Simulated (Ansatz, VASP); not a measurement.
## Two plane-wave programs on Al3B2As

```
Al B As
1.0
     6.50737    0.00000    0.00000
    -3.25369    5.63555    0.00000
     0.00000    0.00000    2.81656
Al B As
3 2 1
Direct
  0.64434 0.00000 0.50000
  0.00000 0.64434 0.50000
  0.35566 0.35566 0.50000
  0.33333 0.66667 0.50000
  0.66667 0.33333 0.50000
  0.00000 0.00000 0.00000
```

Alike in both runs: functional PBE; k mesh 6 × 6 × 14; occupations gaussian, width 0.1 eV; no spin polarisation.

Ansatz relaxed the structure, and its values are those at the end. VASP's run is a single point on that final structure, the one shown.

```csv
,VASP,Ansatz
version,VASP 6.6.1,Ansatz 0.2.0
potentials or method,"VASP PAW PBE potentials, release 64 (Al, B, As), cutoff 520 eV","scalar-relativistic, plane waves, PAW"
valence electrons in the cell,20,30
```

|  | VASP | Ansatz | Ansatz less VASP |
| --- | --- | --- | --- |
| gap on the k mesh at the Fermi level (eV) | none | none | - |
| pressure (GPa) | 0.0 | 0.0 | -0.03 |
| rms of the force components (eV/Å) | 0.003 | 0.000 | -0.0030 |

A gap of «none» marks a metal or a gap that the smearing closes. VASP's potentials hold 20 valence electrons a cell and Ansatz's 30, so a difference there can come from the potentials and not from the codes.
